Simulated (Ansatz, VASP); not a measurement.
# AgH12O6F in VASP and in Ansatz

```xyz
20
Lattice="6.0732 0.0000 0.0000 0.0000 6.0732 0.0000 0.0000 0.0000 6.0732" Properties=species:S:1:pos:R:3 pbc="T T T"
O     1.0721    4.0188    0.1299
O     0.0148    4.8023    3.7390
O     3.5989    4.3939    2.7222
O    -0.0901    2.2132    2.9759
O     4.5627    2.1791    5.6833
O     1.7486    0.3794    2.3405
H     0.7083    4.4630   -0.6763
H     0.5656    3.1823    0.1796
H     0.5455    5.3819    3.1336
H     0.1663    3.8803    3.4001
H     4.4760    4.6476    3.1325
H     3.2206    3.7516    3.3502
H    -0.6419    2.2143    2.1776
H     0.6534    1.5797    2.7719
H     4.8971    2.0940    4.7672
H     3.9628    1.3589    5.8538
H     2.0677    0.3470    1.3916
H     2.4526   -0.1579    2.7752
Ag    3.5971    4.1518    6.1265
F     3.0791    0.2230    6.1474
```

Alike in both runs: functional PBE; k mesh 1 × 1 × 1; occupations fermi-dirac, width 0.05 eV; no spin polarisation.

Ansatz relaxed the structure, and its values are those at the end. VASP's run is a single point on that final structure, the one shown.

|  | VASP | Ansatz |
| --- | --- | --- |
| version | VASP 6.6.1 | Ansatz 0.2.0 |
| potentials or method | VASP PAW PBE potentials, release 64 (O, H, Ag_sv_GW, F), cutoff 520 eV | scalar-relativistic, plane waves, PAW |
| valence electrons in the cell | 74 | 74 |

VASP gave:

| Quantity | Value |
| --- | --- |
| gap on the k mesh at the Fermi level (eV) | 2.96 |
| rms of the force components (eV/Å) | 0.062 |

What did Ansatz give for the same quantities?

gap on the k mesh at the Fermi level (eV): 2.97; rms of the force components (eV/Å): 0.064.

With one functional, cell and mesh, what is left measures potentials, basis and numerics.
